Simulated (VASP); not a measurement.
Runs of VASP 6.6.1 on PbS. The structure is that of space group C2/m (No. 12), or close to it. The cells are those of the table. 

```tsv
cell	gap on the mesh (eV)	pressure (GPa)	largest force (eV/Å)
a = 4.196, b = 4.196, c = 12.123 Å, angles 98.3, 81.7, 90.0°, 8 atoms	0.39	-0.5	1.50
a = 4.196, b = 4.196, c = 11.879 Å, angles 91.7, 88.3, 90.0°, 8 atoms	(b)	-0.2	0.15
a = 4.196, b = 4.196, c = 11.961 Å, angles 95.0, 85.0, 90.0°, 8 atoms	0.65	(a)	0.57
a = 4.196, b = 4.196, c = 11.910 Å, angles 93.4, 86.6, 90.0°, 8 atoms	0.52	-0.5	0.33
```

Alike in all rows: task single point; level PBE+D3(BJ); potentials or basis VASP PAW PBE potentials, release 64 (Pb_d, S); no spin polarisation; k mesh 8 × 8 × 3; cutoff (eV) 520; smearing gaussian 0.03 eV.

Problem. Fill in the values left out.

Solution. (a) -0.8; (b) 0.29.

Caveats: spin-orbit coupling is left out, which moves the levels of the heavy elements; an odd mesh through Γ misses points on the zone boundary, where band edges can lie; forces of over 1 eV/Å act on the atoms, so gaps and moduli don't describe the material at rest (at least some runs).

A k mesh can miss the band edges, and the runs leave out spin-orbit coupling on Pb.
